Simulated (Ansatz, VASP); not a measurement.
Cu3O2 in VASP and in Ansatz

The input INCAR:

```
PREC = Accurate
ENCUT = 520
EDIFF = 1E-6
ISMEAR = 0
SIGMA = 0.15
LREAL = F
LASPH = T
NELM = 60
ALGO = Normal
ISIF = 2
LWAVE = F
LCHARG = F
GGA = CA
NBANDS = 30
```

KPOINTS

```
Automatic mesh
0
Gamma
  14 14 14
```

File POSCAR:

```
Cu3O2
1.0
   -1.8963500000      1.8963500000      3.4928000000
    1.8963500000     -1.8963500000      3.4928000000
    1.8963500000      1.8963500000     -3.4928000000
Cu O
3 2
Direct
    0.2500000000      0.7500000000      0.5000000000
    0.7500000000      0.2500000000      0.5000000000
    0.0000000000      0.0000000000      0.0000000000
    0.0000000000      0.5000000000      0.5000000000
    0.5000000000      0.0000000000      0.5000000000
```

Input for Ansatz:

```yaml
crystal:
  lattice:
    - [-1.89635, 1.89635, 3.4928]
    - [1.89635, -1.89635, 3.4928]
    - [1.89635, 1.89635, -3.4928]
  atoms:
    - { symbol: Cu, position: [0.25, 0.75, 0.5] }
    - { symbol: Cu, position: [0.75, 0.25, 0.5] }
    - { symbol: Cu, position: [0.0, 0.0, 0.0] }
    - { symbol: O, position: [0.0, 0.5, 0.5] }
    - { symbol: O, position: [0.5, 0.0, 0.5] }
basis:
  ecutwfc: 520.0
kpoints:
  mp_grid: { grid: [14, 14, 14] }
hamiltonian:
  xc: lda
  pseudopotentials: { kind: paw, azcp: { folder: soft_1 } }
scf:
  occupations: { method: gaussian, width: 0.15 }
output:
  forces: true
  stress: true
  eigenvalues: true
```

Alike in both runs: task single point; functional LDA; k mesh 14 × 14 × 14; occupations gaussian, width 0.15 eV; no spin polarisation.

|  | VASP | Ansatz |
| --- | --- | --- |
| version | VASP 6.6.1 | Ansatz 0.2.0 |
| potentials or method | VASP PAW LDA potentials, release 64 (Cu, O), cutoff 520 eV | scalar-relativistic, plane waves, PAW |
| valence electrons in the cell | 45 | 69 |

Ansatz gave:

```
gap on the k mesh at the Fermi level (eV)                     : none
pressure (GPa)                                                : 18.2
traceless stress, the component that is largest in VASP (GPa) : 9.39
```

What did VASP give for the same quantities?

gap on the k mesh at the Fermi level (eV): none; pressure (GPa): 20.2; traceless stress, the component that is largest in VASP (GPa): 11.36.

Ansatz warns that its potentials were made for another functional, while VASP's fit it. LDA's correlation is that of Perdew and Zunger in VASP and of Perdew and Wang (1992) in Ansatz. A gap of «none» marks a metal or a gap that the smearing closes. VASP's potentials hold 45 valence electrons a cell and Ansatz's 69, so a difference there can come from the potentials and not from the codes.
